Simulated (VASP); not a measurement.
Wanted: the native input for a VASP 6.6.1 run.

```
Task                   : single point
Functional             : PBE
Potentials or basis    : VASP PAW PBE potentials, release 64 (K_sv, Ta_pv, B)
Cutoff                 : 520 eV
k mesh                 : 18 × 18 × 1
Occupations            : gaussian, width 0.1 eV
Spin                   : no spin polarisation
Dipole correction      : yes
Further INCAR settings : ALGO = Normal; EDIFF = 1e-06; NBANDS = 18
```

The structure of KTaB lies in POSCAR:

```
KTaB
1.0
    3.4549796883     -0.0000002726      0.0000000000
   -1.7274896081      2.9921003159      0.0000000000
    0.0000000000      0.0000000000     29.3232326800
K Ta B
1 1 1
Direct
    0.3333333333      0.6666666667      0.3492517199
    0.0000000000      0.0000000000      0.2439805952
    0.6666666667      0.3333333333      0.2728381931
```

The cell was generated, and may not be a known phase.

These files were run (other wordings do the same):

INCAR

```
SYSTEM = KTaB
PREC = Accurate
ENCUT = 520
EDIFF = 1E-6
ISMEAR = 0
SIGMA = 0.1
LREAL = .FALSE.
LASPH = .TRUE.
NELM = 100
ALGO = Normal
ISIF = 2
LWAVE = .FALSE.
LCHARG = .FALSE.
LDIPOL = .TRUE.
IDIPOL = 3
DIPOL = 0.5 0.5 0.289
GGA = PE
NBANDS = 18
```

KPOINTS

```
Automatic mesh
0
G
  18 18 1
  0 0 0
```

Potentials or basis: VASP PAW PBE potentials, release 64 (K_sv, Ta_pv, B).

The run is started by

```bash
$ cat potpaw_PBE.64/K_sv/POTCAR potpaw_PBE.64/Ta_pv/POTCAR potpaw_PBE.64/B/POTCAR > POTCAR
$ mpirun -np 1 vasp_std > vasp.out
```

Results of the run:

- Largest force: 0.015 eV/Å
- Band gap on the k mesh: zero (an odd number of electrons rules out a gap without spin polarisation)

Caveat: spin-orbit coupling is left out, which moves the levels of the heavy elements.

Wall time 3.4 min on 1 thread of Intel(R) Xeon(R) 6975P-C (Granite Rapids) (shared host), peak memory 0.57 GiB.
